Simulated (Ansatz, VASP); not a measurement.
**W: VASP beside Ansatz**

```
W
1.0
     2.60201    0.00000    0.00000
     0.00000    2.60201    0.00000
     0.00000    0.00000    2.60201
W
1
Direct
  0.00000 0.00000 0.00000
```

Alike in both runs: task single point; functional PBE; k mesh 19 × 19 × 19; occupations fermi-dirac, width 0.1 eV; no spin polarisation.

|  | VASP | Ansatz |
| --- | --- | --- |
| version | VASP 6.6.1 | Ansatz 0.2.0 |
| potentials or method | VASP PAW PBE potentials, release 64 (W_sv), cutoff 520 eV | plane waves (420 eV) with PAW, scalar-relativistic |
| valence electrons in the cell | 14 | 14 |

|  | VASP | Ansatz | Ansatz less VASP |
| --- | --- | --- | --- |
| pressure (GPa) | 11.0 | 10.2 | -0.75 |

Neither program's run includes spin-orbit coupling.
